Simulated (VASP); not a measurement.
Input of a VASP 6.6.1 run:

INCAR

```
SYSTEM = VRhBr2
PREC     = Accurate       ! precision mode
ENCUT    = 520            ! plane-wave cutoff, eV
EDIFF    = 1E-6           ! SCF threshold, eV
ISMEAR   = 0              ! smearing method
SIGMA    = 0.1            ! smearing width, eV
LREAL    = .False.        ! projectors in reciprocal space
LASPH    = .True.         ! aspherical terms in the spheres
NELM     = 150            ! most SCF steps
ALGO     = Normal         ! electronic algorithm
ISIF     = 2              ! what is computed and relaxed
LWAVE    = .False.        ! write WAVECAR
LCHARG   = .True.         ! write CHGCAR
ISPIN    = 2              ! spin polarisation
MAGMOM   = 3.61 3.61 0 0 0 0 0 0 ! initial moments
LORBIT   = 11             ! projections on sites
LMAXMIX  = 4              ! l up to which the mixer works
GGA      = PE             ! functional
LELF     = .True.         ! ELF
LVHAR    = .True.       
NBANDS   = 56             ! bands
```

Contents of KPOINTS:

```
regular mesh
0
Gamma
  6 6 1
  0 0 0
```

The input POSCAR:

```
VRhBr2
1.0
    3.1664673530      0.0000000000      0.0000000000
   -1.5832336765      2.7422411679      0.0000000000
    0.0000000000      0.0000000000     16.2038679506
V Rh Br
2 2 4
Direct
    0.3333333333      0.6666666667      0.7500000000
    0.6666666667      0.3333333333      0.2500000000
    0.0000000000      0.0000000000      0.5000000000
    0.0000000000      0.0000000000      0.0000000000
    0.3333333333      0.6666666667      0.3591699233
    0.6666666667      0.3333333333      0.8591699233
    0.6666666667      0.3333333333      0.6408300767
    0.3333333333      0.6666666667      0.1408300767
```

Potentials or basis: VASP PAW PBE potentials, release 64 (V_sv, Rh_pv, Br).

Launch:

```console
$ cat potpaw_PBE.64/V_sv/POTCAR potpaw_PBE.64/Rh_pv/POTCAR potpaw_PBE.64/Br/POTCAR > POTCAR
$ mpirun -np 1 vasp_std > vasp.out
```

(1) Predict the largest force.

(2) What does it give for the net moment?

## Answers

(1) 0.012 eV/Å.

(2) 0.52 μB per cell.

Caveat: the k points lie up to 0.39 Å⁻¹ apart; a moment this small can come from the mesh or the smearing.
